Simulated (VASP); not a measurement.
Here is a VASP 6.6.1 calculation.

Contents of INCAR:

```
SYSTEM = Ga2As5
ALGO = Normal
EDIFF = 1E-6
ENCUT = 520
GGA = PE
ISIF = 2
ISMEAR = 0
LASPH = .True.
LCHARG = .True.
LELF = .True.
LREAL = .False.
LVHAR = .True.
LWAVE = .False.
NBANDS = 64
NELM = 80
PREC = Accurate
SIGMA = 0.2
```

Contents of KPOINTS:

```
k-points
0
Gamma
  5 5 1
  0 0 0
```

The input POSCAR:

```
Ga2As5
1.0
    3.9782200144      0.0000000000      0.0000000000
   -1.9891100072      3.4452395943      0.0000000000
    0.0000000000      0.0000000000     25.5283543409
Ga As
4 10
Direct
    0.3333333333      0.6666666667      0.1246428724
    0.6666666667      0.3333333333      0.8753571276
    0.3333333333      0.6666666667      0.2944220471
    0.6666666667      0.3333333333      0.7055779529
    0.0000000000      0.0000000000      0.1551345321
    0.3333333333      0.6666666667      0.0222955139
    0.0000000000      0.0000000000      0.8448654679
    0.6666666667      0.3333333333      0.9777044861
    0.6666666667      0.3333333333      0.2626974534
    0.3333333333      0.6666666667      0.3978431114
    0.6666666667      0.3333333333      0.4453572338
    0.3333333333      0.6666666667      0.7373025466
    0.6666666667      0.3333333333      0.6021568886
    0.3333333333      0.6666666667      0.5546427662
```

Potentials or basis: VASP PAW PBE potentials, release 64 (Ga_d, As).

Command:

```bash
$ cat potpaw_PBE.64/Ga_d/POTCAR potpaw_PBE.64/As/POTCAR > POTCAR
$ mpirun -np 1 vasp_std > vasp.out
```

Task: Predict the pressure.

Result: -0.1 GPa.

Task: What does it give for the largest force?

Result: 0.078 eV/Å.

Stress tensor (GPa, compression positive):
```
-0.17  0.00  0.00
 0.00 -0.17  0.00
 0.00  0.00  0.09
```

Caveat: the k points lie up to 0.36 Å⁻¹ apart.
